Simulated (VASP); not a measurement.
## NiO: electric field gradients with LDA

Crystal: NiO.

```
Ni O
1.0
     0.02091    2.10177    2.10177
     2.10177    0.02091    2.10177
     2.10177    2.10177    0.02091
Ni O
1 1
Direct
  0.00000 0.00000 0.00000
  0.50000 0.50000 0.50000
```

This cell differs from its parent crystal: equal xy, yz and zx shear strains of +1 %.

| Property | Result |
| --- | --- |
| Program | VASP 6.6.1 |
| Task | electric field gradients |
| Functional | LDA |
| Potentials or basis | VASP PAW LDA potentials, release 64 (Ni, O) |
| Cutoff | 520 eV |
| k mesh | 17 × 17 × 17 |
| Occupations | fermi-dirac, width 0.03 eV |
| Spin | collinear spin, ferromagnetic start |
| Starting moments | [1.5, 0.0] μB |
| Dipole correction | no |
| Further INCAR settings | ALGO = Normal; EDIFF = 1e-08; NBANDS = 19 |

- Pressure: -21.0 GPa
- Band gap on the k mesh: zero (filled and empty bands overlap)
- Net moment: 0.00 μB per cell
- Largest electric field gradient by atom: Ni +2.2; O +3.7 V/Å²
- Valence electrons inside the program's atomic spheres: Ni 9.07; O 4.89

Stress tensor (GPa, compression positive):
```
-21.02  -0.47  -0.47
 -0.47 -21.02  -0.47
 -0.47  -0.47 -21.02
```

Levels at points of the mesh, in eV from the Fermi level:
Spin up:
```csv
k point,band 4,band 5,band 6,band 7,band 8,band 9,band 10,band 11,band 12,band 13
"(0.00, 0.00, 0.00)",-3.00,-1.81,-1.74,-1.74,-1.58,-1.58,1.70,17.77,18.76,19.17
```
Spin down:
| k point | band 6 | band 7 | band 8 | band 9 | band 10 | band 11 |
| --- | --- | --- | --- | --- | --- | --- |
| (0.00, 0.00, 0.00) | -1.74 | -1.74 | -1.58 | -1.58 | 1.70 | 17.77 |

Electric field gradients, principal values (V/Å²):
| atom | least | middle | greatest (by size) |
| --- | --- | --- | --- |
| 1 Ni | -1.111 | -1.111 | 2.221 |
| 2 O | -1.838 | -1.838 | 3.676 |

Wall time 8.8 min on 1 thread of Intel(R) Xeon(R) Platinum 8259CL CPU @ 2.50GHz (Skylake/Cascade Lake), with other jobs on the host, peak memory 0.36 GiB.

Caveat: the cell differs from its parent crystal (equal xy, yz and zx shear strains of +1 %); the cell stands under tension; the moments typed at the start vanished in this run; without QUAD_EFG the Cq values of the log hold for a quadrupole moment of 1 mb, not for the nuclei; semilocal functionals often make such compounds metallic where correlation or magnetic order opens a gap, which also shifts bond lengths.
